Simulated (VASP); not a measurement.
Write the native input for VASP 6.6.1 that does the following.

```
Task                   : electric field gradients
Functional             : PBE
Potentials or basis    : VASP PAW PBE potentials, release 64 (Zn, S)
Cutoff                 : 520 eV
k mesh                 : 8 × 8 × 8
Occupations            : fermi-dirac, width 0.01 eV
Spin                   : no spin polarisation
Dipole correction      : no
Further INCAR settings : ALGO = Normal; EDIFF = 1e-08; NBANDS = 16
```

The structure of ZnS lies in POSCAR:

```
ZnS
1.0
    0.0000000000      2.7587430000      2.7046500000
    2.7587430000      0.0000000000      2.7046500000
    2.7587430000      2.7587430000      0.0000000000
Zn S
1 1
Direct
    0.0000000000      0.0000000000      0.0000000000
    0.7500000000      0.7500000000      0.7500000000
```

This cell differs from its parent crystal: equal xx and yy strain of +2 %.

One way to write it, as run:

INCAR

```
SYSTEM = ZnS
PREC     = Accurate       ! precision mode
ENCUT    = 520            ! plane-wave cutoff, eV
EDIFF    = 1E-8           ! SCF threshold, eV
ISMEAR   = -1             ! smearing method
SIGMA    = 0.01           ! smearing width, eV
LREAL    = .FALSE.        ! projectors in reciprocal space
LASPH    = .TRUE.         ! aspherical terms in the spheres
NELM     = 80             ! most SCF steps
ALGO     = Normal         ! electronic algorithm
ISIF     = 2              ! what is computed and relaxed
LWAVE    = .FALSE.        ! write WAVECAR
LCHARG   = .FALSE.        ! write CHGCAR
GGA      = PE             ! functional
LEFG     = .TRUE.       
NBANDS   = 16             ! bands
```

KPOINTS

```
regular mesh
0
G
  8 8 8
  0 0 0
```

Potentials or basis: VASP PAW PBE potentials, release 64 (Zn, S).

Launch:

```sh
$ cat potpaw_PBE.64/Zn/POTCAR potpaw_PBE.64/S/POTCAR > POTCAR
$ mpirun -np 1 vasp_std > vasp.out
```

It gave:

```yaml
Pressure: -1.2 GPa
Band_gap_on_the_k_mesh: 1.89 eV, direct
```

Caveat: the cell differs from its parent crystal (equal xx and yy strain of +2 %); without QUAD_EFG the Cq values of the log hold for a quadrupole moment of 1 mb, not for the nuclei.

Run time: 32 s on 1 thread of Intel(R) Xeon(R) Platinum 8559C (Emerald Rapids) (shared host), peak memory 0.18 GiB.
